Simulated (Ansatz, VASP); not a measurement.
**Two plane-wave programs on Ba**

POSCAR

```
Ba
1.0
   -2.4553325815      2.4553325815      2.4553325815
    2.4553325815     -2.4553325815      2.4553325815
    2.4553325815      2.4553325815     -2.4553325815
Ba
1
Direct
    0.0000000000      0.0000000000      0.0000000000
```

File INCAR.step1:

```
PREC = Accurate
ENCUT = 520
ISMEAR = -1
SIGMA = 0.05
LREAL = F
LASPH = T
NELM = 60
NBANDS = 11
GGA = PE
ALGO = Normal
EDIFF = 1E-4
LWAVE = T
LCHARG = F
```

INCAR.step2

```
PREC = Accurate
ENCUT = 520
EDIFF = 1E-6
ISMEAR = -1
SIGMA = 0.05
LREAL = F
LASPH = T
NELM = 60
ALGO = Normal
ISIF = 2
LWAVE = F
LCHARG = F
METAGGA = R2SCAN
LMIXTAU = T
NBANDS = 11
ISTART = 1
```

The input KPOINTS:

```
regular mesh
0
Gamma
  8 8 8
```

File input.yaml:

```yaml
crystal:
  lattice:
    - [-2.4553325815, 2.4553325815, 2.4553325815]
    - [2.4553325815, -2.4553325815, 2.4553325815]
    - [2.4553325815, 2.4553325815, -2.4553325815]
  atoms:
    - { symbol: Ba, position: [0.0, 0.0, 0.0] }
hamiltonian:
  xc: r2scan
  pseudopotentials: { kind: paw }
kpoints:
  mp_grid: { grid: [8, 8, 8] }
scf:
  occupations: { method: fermi_dirac, width: 0.05 }
output:
  forces: true
  stress: true
  eigenvalues: true
```

Alike in both runs: task single point; functional r2SCAN; k mesh 8 × 8 × 8; occupations fermi-dirac, width 0.05 eV; no spin polarisation.

|  | VASP | Ansatz |
| --- | --- | --- |
| version | VASP 6.6.1 | Ansatz 0.2.0 |
| potentials or method | VASP PAW PBE potentials, release 64 (Ba_sv) | Ansatz PAW |
| plane-wave cutoff (eV) | 520 | 500 |
| valence electrons in the cell | 10 | 10 |

|  | VASP | Ansatz | Ansatz less VASP |
| --- | --- | --- | --- |
| gap on the k mesh at the Fermi level (eV) | none | none | - |
| pressure (GPa) | 1.0 | 0.9 | -0.07 |

VASP's potentials were made for PBE, not for r2SCAN. A gap of «none» marks a metal or a gap that the smearing closes.

Neither program's run includes spin-orbit coupling.
